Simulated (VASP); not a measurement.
Wanted: the native input for a VASP 6.6.1 run.

```
Task                   : single point
Functional             : r2SCAN
Potentials or basis    : VASP PAW PBE potentials, release 64 (Al, Cu)
Cutoff                 : 520 eV
k mesh                 : 10 × 10 × 14
Occupations            : gaussian, width 0.1 eV
Spin                   : no spin polarisation
Dipole correction      : no
Further INCAR settings : ALGO = Normal; EDIFF = 1e-07; NBANDS = 16
```

Al2Cu:

```
CELL_PARAMETERS angstrom
4.08910 0.00000 0.00000
0.00000 4.08910 0.00000
0.00000 0.00000 2.85183
ATOMIC_POSITIONS crystal
Al 0.50000 0.00000 0.50000
Al 0.00000 0.50000 0.50000
Cu 0.00000 0.00000 0.00000
```

These files were run (other wordings do the same):

POSCAR

```
Al2Cu
1.0
    4.0890985043      0.0000000000      0.0000000000
    0.0000000000      4.0890985043      0.0000000000
    0.0000000000      0.0000000000      2.8518252504
Al Cu
2 1
Direct
    0.5000000000      0.0000000000      0.5000000000
    0.0000000000      0.5000000000      0.5000000000
    0.0000000000      0.0000000000      0.0000000000
```

INCAR.step1

```
  ALGO = Normal
  EDIFF = 1E-4
  ENCUT = 520
  GGA = PE
  ISMEAR = 0
  LASPH = True
  LCHARG = False
  LREAL = False
  LWAVE = True
  NBANDS = 16
  NELM = 100
  PREC = Accurate
  SIGMA = 0.1
```

INCAR.step2

```
  ALGO = Normal
  EDIFF = 1E-7
  ENCUT = 520
  ISIF = 2
  ISMEAR = 0
  ISTART = 1
  LASPH = True
  LCHARG = False
  LMIXTAU = True
  LREAL = False
  LWAVE = False
  METAGGA = R2SCAN
  NBANDS = 16
  NELM = 100
  PREC = Accurate
  SIGMA = 0.1
```

KPOINTS

```
k-points
0
Gamma
  10 10 14
```

Potentials or basis: VASP PAW PBE potentials, release 64 (Al, Cu).

The run is started by

```sh
$ cat potpaw_PBE.64/Al/POTCAR potpaw_PBE.64/Cu/POTCAR > POTCAR
$ cp INCAR.step1 INCAR
$ mpirun -np 1 vasp_std > vasp.out
$ cp INCAR.step2 INCAR
$ mpirun -np 1 vasp_std > vasp.out
```

Results of the run:

The pressure is -0.2 GPa and the band gap on the k mesh is zero (an odd number of electrons rules out a gap without spin polarisation).

Caveat: the PAW data sets were made with another functional, which shifts forces and pressure a little.

Run time: 6.5 min on 1 thread of Intel(R) Xeon(R) Platinum 8259CL CPU @ 2.50GHz (Skylake/Cascade Lake) (shared host), peak memory 0.26 GiB.
